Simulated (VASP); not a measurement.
Write the native input for VASP 6.6.1 that does the following.

```yaml
Task: single point
Functional: PBE
Potentials_or_basis: VASP PAW PBE potentials, release 64 (Ta_sv_GW, F)
Cutoff: 600 eV
k_mesh: 7 × 7 × 7
Occupations: fermi-dirac, width 0.05 eV
Spin: no spin polarisation
Hubbard_terms: Ta d U = 3.0 eV
Dipole_correction: no
Second_run: valence_matched
Further_INCAR_settings: ALGO = Normal; EDIFF = 1e-06; NBANDS = 25
```

The structure of TaF3 lies in POSCAR:

```
TaF3
1.0
    4.1428461092      0.0000000000      0.0000000000
    0.0000000000      4.1428461092      0.0000000000
    0.0000000000      0.0000000000      4.1428461092
Ta F
1 3
Direct
    0.0000000000      0.0000000000      0.0000000000
    0.0000000000      0.0000000000      0.5000000000
    0.0000000000      0.5000000000      0.0000000000
    0.5000000000      0.0000000000      0.0000000000
```

One way to write it, as run:

INCAR

```
SYSTEM = TaF3
ALGO = Normal
EDIFF = 1E-6
ENCUT = 600
GGA = PE
GGA_COMPAT = .FALSE.
ISIF = 2
ISMEAR = -1
LASPH = .TRUE.
LCHARG = .TRUE.
LDAU = .TRUE.
LDAUJ = 0 0
LDAUL = 2 -1
LDAUPRINT = 1
LDAUTYPE = 2
LDAUU = 3 0
LELF = .TRUE.
LMAXMIX = 4
LREAL = .FALSE.
LVHAR = .TRUE.
LWAVE = .FALSE.
NBANDS = 25
NELM = 200
PREC = Accurate
SIGMA = 0.05
```

KPOINTS

```
k-points
0
G
  7 7 7
  0 0 0
```

Potentials or basis: VASP PAW PBE potentials, release 64 (Ta_sv_GW, F).

Launch:

```console
$ cat potpaw_PBE.64/Ta_sv_GW/POTCAR potpaw_PBE.64/F/POTCAR > POTCAR
$ mpirun -np 1 vasp_std > vasp.out
```

It gave:

* Pressure: 0.9 GPa
* Band gap on the k mesh: zero (band 17 reaches 5.80 eV, above the bottom of band 18 at 3.79 eV)

Caveat: spin-orbit coupling is left out, which moves the levels of the heavy elements; U without spin polarisation on a metal has little footing.

Wall time 23 s on 1 thread of Intel(R) Xeon(R) 6975P-C (Granite Rapids), on a shared host, peak memory 0.22 GiB.
